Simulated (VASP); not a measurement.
# CaO (Fm-3m) in VASP: notebook

CaO is run at these levels: r2SCAN; tasks: single point.

All numbers are computed with VASP 6.6.1; they aren't measurements. Logs are shortened: lines on timing, memory, paths and dates and some standing lists are left out, and cuts for length are marked.

### 1 The cell of the first run

Symmetry: Fm-3m, No. 225, cubic system. Conventional cell: a = 4.795 Å, b = 4.795 Å, c = 4.795 Å, α = 90.00°, β = 90.00°, γ = 90.00°. Ca (site symmetry m-3m) has 6 O at 2.40 Å within 3.2 Å. Within 3.2 Å of O (site symmetry m-3m) lie 6 Ca at 2.40 Å.

### 2 Single point, r2SCAN

The input, POSCAR:

```
CaO
1.0
    0.0000000000      2.3975473901      2.3975473901
    2.3975473901      0.0000000000      2.3975473901
    2.3975473901      2.3975473901      0.0000000000
Ca O
1 1
Direct
    0.0000000000      0.0000000000      0.0000000000
    0.5000000000      0.5000000000      0.5000000000
```

The input, INCAR.step1:

```
  PREC = Accurate
  ENCUT = 1480
  ISMEAR = 0
  SIGMA = 0.01
  LREAL = False
  LASPH = True
  NELM = 120
  NBANDS = 15
  GGA = PE
  ALGO = Normal
  EDIFF = 1E-5
  LWAVE = True
  LCHARG = False
  GGA_COMPAT = False
```

The input, INCAR.step2:

```
  PREC = Accurate
  ENCUT = 1480
  EDIFF = 1E-6
  ISMEAR = 0
  SIGMA = 0.01
  LREAL = False
  LASPH = True
  NELM = 120
  ALGO = Normal
  ISIF = 2
  LWAVE = False
  LCHARG = False
  METAGGA = R2SCAN
  LMIXTAU = True
  NBANDS = 15
  ISTART = 1
  GGA_COMPAT = False
```

The input, KPOINTS:

```
Automatic mesh
0
Gamma
  3 3 3
```

Potentials or basis: VASP PAW PBE potentials, release 64 (Ca_sv, O_h).

Launch:

```bash
$ cat potpaw_PBE.64/Ca_sv/POTCAR potpaw_PBE.64/O_h/POTCAR > POTCAR
$ cp INCAR.step1 INCAR
$ mpirun -np 1 vasp_std > vasp.out
$ cp INCAR.step2 INCAR
$ mpirun -np 1 vasp_std > vasp.out
```

OUTCAR:

```text
PREC = Accurate
   ENCUT = 1480
   EDIFF = 1E-6
   ISMEAR = 0
   LREAL = False
   LASPH = True
   NELM = 120
   ISIF = 2
   METAGGA = R2SCAN
   ISTART = 1

 ion  position               nearest neighbor table
   1  0.000  0.000  0.000-
   2  0.500  0.500  0.500-

  LATTYP: Found a face centered cubic cell.
 ALAT       =     4.7950947802

  Lattice vectors:

 A1 = (   0.0000000000,   2.3975473901,   2.3975473901)
 A2 = (   2.3975473901,   0.0000000000,   2.3975473901)
 A3 = (   2.3975473901,   2.3975473901,   0.0000000000)

Analysis of symmetry for initial positions (statically):
=====================================================================
 Subroutine PRICEL returns:
 Original cell was already a primitive cell.

 Routine SETGRP: Setting up the symmetry group for a
 face centered cubic supercell.

 Subroutine GETGRP returns: Found 48 space group operations
 (whereof 48 operations were pure point group operations)
 out of a pool of 48 trial point group operations.

The static configuration has the point symmetry O_h .

Analysis of symmetry for dynamics (positions and initial velocities):
=====================================================================
 Subroutine PRICEL returns:
 Original cell was already a primitive cell.

 Routine SETGRP: Setting up the symmetry group for a
 face centered cubic supercell.

 Subroutine GETGRP returns: Found 48 space group operations
 (whereof 48 operations were pure point group operations)
 out of a pool of 48 trial point group operations.

The dynamic configuration has the point symmetry O_h .

 Subroutine INISYM returns: Found 48 space group operations
 (whereof 48 operations are pure point group operations),
 and found     1 'primitive' translations

----------------------------------------------------------------------------------------

                                     Primitive cell

  volume of cell :      27.5633

  direct lattice vectors                    reciprocal lattice vectors
     0.000000000  2.397547390  2.397547390    -0.208546451  0.208546451  0.208546451
     2.397547390  0.000000000  2.397547390     0.208546451 -0.208546451  0.208546451
     2.397547390  2.397547390  0.000000000     0.208546451  0.208546451 -0.208546451

  length of vectors
     3.390644036  3.390644036  3.390644036     0.361213049  0.361213049  0.361213049

  position of ions in fractional coordinates (direct lattice)
     0.000000000  0.000000000  0.000000000
     0.500000000  0.500000000  0.500000000
[... 66 lines left out ...]
   PSTRESS=    0.0 pullay stress
   NELECT =      16.0000    total number of electrons
   NUPDOWN=      -1.0000    fix difference up-down
   EMIN   =  10.00;   EMAX   =-10.00  energy-range for DOS
   EFERMI =   0.00;   METHOD = LEGACY
   ISMEAR =     0;   SIGMA  =   0.01  broadening in eV -4-tet -1-fermi 0-gaus
   EFERMI_NEDOS =   21; number of points for ismear=-14 and -15
   IALGO  =     38    algorithm
   IMIX   =      4    mixing-type and parameters
     AMIX     =   0.40;   BMIX     =  1.00
     AMIX_MAG =   1.60;   BMIX_MAG =  1.00
  volume/ion in A,a.u.               =      13.78        93.00
  Fermi-wavevector in a.u.,A,eV,Ry     =   1.365644  2.580694 25.374656  1.864985
  Thomas-Fermi vector in A             =   2.491855
   LORBIT       =      0    0 simple, 1 ext, 2 COOP (PROOUT), +10 PAW based schemes
   METAGGA = R2SCAN    functional components
   LHFCALC =     F    Hartree Fock is set to
   AEXX    =    0.0000 exact exchange contribution
   IVDW    =     0    specifies the selected vdW correction
   LEPSILON=     F    determine dielectric tensor
   LRPA    =     F    only Hartree local field effects (RPA)
 non-spin polarized calculation
 Gauss-broadening in eV      SIGMA  =   0.01
  energy-cutoff  :     1480.00
  volume of cell :       27.56
 maximum number of plane-waves:      3578
 NGX is ok and might be reduce to    42
   NGX = 21   NGY = 21   NGZ = 21

 number of electron      16.0000000 magnetization

 Free energy of the ion-electron system (eV)
  ---------------------------------------------------
  ext. energy  EPLUGINS =         0.00000000
  ---------------------------------------------------
  free energy    TOTEN  =       -19.44114855 eV

  energy without entropy =      -19.44114855  energy(sigma->0) =      -19.44114855

 E-fermi :   2.4552     XC(G=0): -11.1102

 val. band max:        2.3624078598   @ k =   0.0000   0.0000   0.0000
 cond. band min:       7.0335436551   @ k =   0.3333   0.3333   0.0000
 fundamental gap:      4.6711357953
 Fermi energy:         2.4551842168

 k-point     1 :       0.0000    0.0000    0.0000
  band No.  band energies     occupation
      1     -36.7026      2.00000
      2     -16.5890      2.00000
      3     -16.5890      2.00000
      4     -16.5890      2.00000
      5     -14.1233      2.00000
      6       2.3624      2.00000
      7       2.3624      2.00000
      8       2.3624      2.00000
      9       7.8270      0.00000
     10       9.2028      0.00000
     11       9.2028      0.00000
     12       9.2028      0.00000
     13      10.8108      0.00000
     14      10.8108      0.00000
[... 41 lines left out ...]
      2     -17.3710      2.00000
      3     -17.0203      2.00000
      4     -16.7162      2.00000
      5     -13.2889      2.00000
      6       0.6378      2.00000
      7       1.2466      2.00000
      8       1.3857      2.00000
      9       8.9549      0.00000
     10      10.4329      0.00000
     11      11.7511      0.00000
     12      11.7533      0.00000
     13      13.2697      0.00000
     14      16.7841      0.00000
     15      17.0758      0.00000

------------------------ aborting loop because EDIFF is reached ----------------------------------------

  FORCE on cell =-STRESS in cart. coord.  units (eV):
  Direction    XX          YY          ZZ          XY          YZ          ZX
  --------------------------------------------------------------------------------------
  -------------------------------------------------------------------------------------
  Total        0.2060372      0.2060372      0.2060372      0.0000000      0.0000000     -0.0000000
  in kB       11.9763554     11.9763554     11.9763554      0.0000000      0.0000000     -0.0000000
  external PRESSURE =      11.9763554 kB  Pullay stress =       0.0000000 kB

 VOLUME and BASIS-vectors are now :
 -----------------------------------------------------------------------------
  energy-cutoff  :     1480.00
  volume of cell :       27.56
      direct lattice vectors                 reciprocal lattice vectors
     0.000000000  2.397547390  2.397547390    -0.208546451  0.208546451  0.208546451
     2.397547390  0.000000000  2.397547390     0.208546451 -0.208546451  0.208546451
     2.397547390  2.397547390  0.000000000     0.208546451  0.208546451 -0.208546451

 POSITION                                       TOTAL-FORCE (eV/Angst)
 -----------------------------------------------------------------------------------
      0.00000      0.00000      0.00000         0.000000      0.000000      0.000000
      2.39755      2.39755      2.39755        -0.000000     -0.000000     -0.000000
 -----------------------------------------------------------------------------------
    total drift:                               -0.000000     -0.000000     -0.000000

  FREE ENERGIE OF THE ION-ELECTRON SYSTEM (eV)
  ---------------------------------------------------
  free  energy   TOTEN  =       -19.4411485496 eV

  energy  without entropy=      -19.4411485496  energy(sigma->0) =      -19.44114855
```

Wall time 92 s (1 thread of AMD EPYC 7R43 (Zen 3), shared host); peak memory 0.34 GiB.

What came out:

```yaml
Free_energy: -19.4411 eV
Pressure: 1.2 GPa
Band_gap_on_the_k_mesh: 4.67 eV (least direct gap 5.03 eV)
```

Levels at points of the mesh, in eV from the valence-band top:
```
           k point  band 4  band 5  band 6  band 7  band 8  band 9  band 10  band 11  band 12  band 13
(0.00, 0.00, 0.00)  -18.95  -16.49    0.00    0.00    0.00    5.46     6.84     6.84     6.84     8.45
```

Caveat: the k points lie up to 0.76 Å⁻¹ apart; the PAW data sets were made with another functional, which shifts forces and pressure a little; an odd mesh through Γ misses points on the zone boundary, where band edges can lie.

### 3 Single point, r2SCAN

POSCAR is that of step 2.

The input, INCAR.step1:

```
PREC     = Accurate       # precision mode
ENCUT    = 1480           # plane-wave cutoff, eV
ISMEAR   = 0              # smearing method
SIGMA    = 0.01           # smearing width, eV
LREAL    = False          # projectors in reciprocal space
LASPH    = True           # aspherical terms in the spheres
NELM     = 120            # most SCF steps
NBANDS   = 15             # bands
GGA      = PE             # functional
ALGO     = Normal         # electronic algorithm
EDIFF    = 1E-5           # SCF threshold, eV
LWAVE    = True           # write WAVECAR
LCHARG   = False          # write CHGCAR
GGA_COMPAT= False
```

The input, INCAR.step2:

```
PREC     = Accurate       # precision mode
ENCUT    = 1480           # plane-wave cutoff, eV
EDIFF    = 1E-6           # SCF threshold, eV
ISMEAR   = 0              # smearing method
SIGMA    = 0.01           # smearing width, eV
LREAL    = False          # projectors in reciprocal space
LASPH    = True           # aspherical terms in the spheres
NELM     = 120            # most SCF steps
ALGO     = Normal         # electronic algorithm
ISIF     = 2              # what is computed and relaxed
LWAVE    = False          # write WAVECAR
LCHARG   = False          # write CHGCAR
METAGGA  = R2SCAN         # meta-GGA
LMIXTAU  = True         
NBANDS   = 15             # bands
ISTART   = 1            
GGA_COMPAT= False
```

The input, KPOINTS:

```
Automatic mesh
0
Gamma
  2 2 2
```

Potentials or basis: VASP PAW PBE potentials, release 64 (Ca_sv, O_h).

Launch:

```bash
$ cat potpaw_PBE.64/Ca_sv/POTCAR potpaw_PBE.64/O_h/POTCAR > POTCAR
$ cp INCAR.step1 INCAR
$ mpirun -np 1 vasp_std > vasp.out
$ cp INCAR.step2 INCAR
$ mpirun -np 1 vasp_std > vasp.out
```

Wall time 36 s (1 thread of Intel Xeon 6975P-C (Granite Rapids), shared host); peak memory 0.37 GiB.

The run converged. Its results:

```yaml
Free_energy: -19.1743 eV
Pressure: 2.6 GPa
Band_gap_on_the_k_mesh: 3.93 eV (least direct gap 4.32 eV)
```

Levels at points of the mesh, in eV from the valence-band top:
| k point | band 6 | band 7 | band 8 | band 9 | band 10 | band 11 |
| --- | --- | --- | --- | --- | --- | --- |
| (0.00, 0.00, 0.00) | 0.00 | 0.00 | 0.00 | 5.30 | 6.59 | 6.59 |
| (0.50, 0.00, 0.00) | -2.71 | -1.25 | -1.25 | 7.54 | 8.81 | 8.81 |
| (0.50, 0.50, 0.00) | -1.35 | -0.39 | -0.39 | 3.93 | 8.56 | 9.38 |

Caveat: the k points lie up to 1.13 Å⁻¹ apart, too coarse for converged energies, forces and pressures; the PAW data sets were made with another functional, which shifts forces and pressure a little.

### 4 Single point, r2SCAN

POSCAR is that of step 3.

The input, INCAR.step1:

```
ALGO     = Normal         # electronic algorithm
EDIFF    = 1E-5           # SCF threshold, eV
ENCUT    = 1480           # plane-wave cutoff, eV
GGA      = PE             # functional
GGA_COMPAT= F            
ISMEAR   = 1              # smearing method
LASPH    = T              # aspherical terms in the spheres
LCHARG   = F              # write CHGCAR
LREAL    = F              # projectors in reciprocal space
LWAVE    = T              # write WAVECAR
NBANDS   = 15             # bands
NELM     = 120            # most SCF steps
PREC     = Accurate       # precision mode
SIGMA    = 0.001          # smearing width, eV
```

The input, INCAR.step2:

```
ALGO     = Normal         # electronic algorithm
EDIFF    = 1E-6           # SCF threshold, eV
ENCUT    = 1480           # plane-wave cutoff, eV
GGA_COMPAT= F            
ISIF     = 2              # what is computed and relaxed
ISMEAR   = 1              # smearing method
ISTART   = 1            
LASPH    = T              # aspherical terms in the spheres
LCHARG   = F              # write CHGCAR
LMIXTAU  = T            
LREAL    = F              # projectors in reciprocal space
LWAVE    = F              # write WAVECAR
METAGGA  = R2SCAN         # meta-GGA
NBANDS   = 15             # bands
NELM     = 120            # most SCF steps
PREC     = Accurate       # precision mode
SIGMA    = 0.001          # smearing width, eV
```

The input, KPOINTS:

```
k-points
0
Gamma
  6 6 6
```

Launch:

```bash
$ cat potpaw_PBE.64/Ca_sv/POTCAR potpaw_PBE.64/O_h/POTCAR > POTCAR
$ cp INCAR.step1 INCAR
$ mpirun -np 1 vasp_std > vasp.out
$ cp INCAR.step2 INCAR
$ mpirun -np 1 vasp_std > vasp.out
```

It took 2.8 min on 1 thread of Intel Xeon Platinum 8259CL at 2.50GHz (Skylake/Cascade Lake), shared host; peak memory 0.39 GiB.

The run converged. Its results:

```
Free energy            : -19.4668 eV
Pressure               : 1.0 GPa
Band gap on the k mesh : 4.19 eV (least direct gap 4.56 eV)
```

Levels at points of the mesh, in eV from the valence-band top:
```
           k point  band 6  band 7  band 8  band 9  band 10  band 11
(0.00, 0.00, 0.00)    0.00    0.00    0.00    5.49     6.88     6.88
(0.50, 0.00, 0.00)   -2.62   -1.21   -1.21    7.73     9.09     9.09
(0.50, 0.50, 0.00)   -1.29   -0.37   -0.37    4.19     8.82     9.68
```

Caveat: the PAW data sets were made with another functional, which shifts forces and pressure a little.

### 5 Overview

```csv
k mesh,smearing,gap on the mesh (eV),pressure (GPa)
3 × 3 × 3,gaussian 0.01 eV,4.67,1.2
2 × 2 × 2,gaussian 0.01 eV,3.93,2.6
6 × 6 × 6,methfessel-paxton 0.001 eV,4.19,1.0
```

Alike in all rows: task single point; level r2SCAN; potentials or basis VASP PAW PBE potentials, release 64 (Ca_sv, O_h); no spin polarisation; cell as given; cutoff (eV) 1480.

Caveats: some runs use coarse meshes; the PAW data sets were made with another functional, which shifts forces and pressure a little; an odd mesh through Γ misses points on the zone boundary, where band edges can lie (at least some runs).

Absolute energies hang on the potentials; compare differences alone.
